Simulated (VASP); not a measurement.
Write the native input for VASP 6.6.1 that does the following.

```yaml
Task: dielectric tensor
Functional: r2SCAN
Potentials_or_basis: VASP PAW PBE potentials, release 64 (Hf_pv, O)
Cutoff: 520 eV
k_mesh: 4 × 4 × 6
Occupations: gaussian, width 0.01 eV
Spin: no spin polarisation
Dipole_correction: no
Further_INCAR_settings: ALGO = Normal; EDIFF = 1e-08
```

The structure of HfO2 lies in POSCAR:

```
HfO2
1.0
    5.0318134715      0.0000000000      0.0000000000
    0.0000000000      5.0318134715      0.0000000000
    0.0000000000      0.0000000000      3.3488104102
Hf O
2 4
Direct
    0.0000000000      0.0000000000      0.0000000000
    0.5000000000      0.5000000000      0.5000000000
    0.3083794907      0.3083794907      0.0000000000
    0.1916205093      0.8083794907      0.5000000000
    0.8083794907      0.1916205093      0.5000000000
    0.6916205093      0.6916205093      0.0000000000
```

This cell differs from its parent crystal: strain +4.0%.

The input as run:

INCAR

```
PREC     = Accurate       # precision mode
ENCUT    = 520            # plane-wave cutoff, eV
EDIFF    = 1E-8           # SCF threshold, eV
ISMEAR   = 0              # smearing method
SIGMA    = 0.01           # smearing width, eV
LREAL    = False          # projectors in reciprocal space
LASPH    = True           # aspherical terms in the spheres
NELM     = 100            # most SCF steps
ALGO     = Normal         # electronic algorithm
ISIF     = 2              # what is computed and relaxed
LWAVE    = False          # write WAVECAR
LCHARG   = False          # write CHGCAR
METAGGA  = R2SCAN         # meta-GGA
LMIXTAU  = True         
LCALCEPS = True
```

KPOINTS

```
Automatic mesh
0
Gamma
  4 4 6
```

Potentials or basis: VASP PAW PBE potentials, release 64 (Hf_pv, O).

Command:

```bash
$ cat potpaw_PBE.64/Hf_pv/POTCAR potpaw_PBE.64/O/POTCAR > POTCAR
$ mpirun -np 1 vasp_std > vasp.out
```

Results of the run:

```
Band gap on the k mesh                  : 4.15 eV
Electronic dielectric tensor (diagonal) : 4.12, 4.12, 4.78
Born charges (mean of the diagonal)     : Hf +5.48; O -2.74 e
```

Caveat: the cell differs from its parent crystal (strain +4.0%); the structure was generated, so it needn't be the stable form of HfO2; spin-orbit coupling is left out, which moves the levels of the heavy elements.

Wall time 98 min on 1 thread of Oxide Virtual Turin-like Processor, with other jobs on the host, peak memory 0.43 GiB.
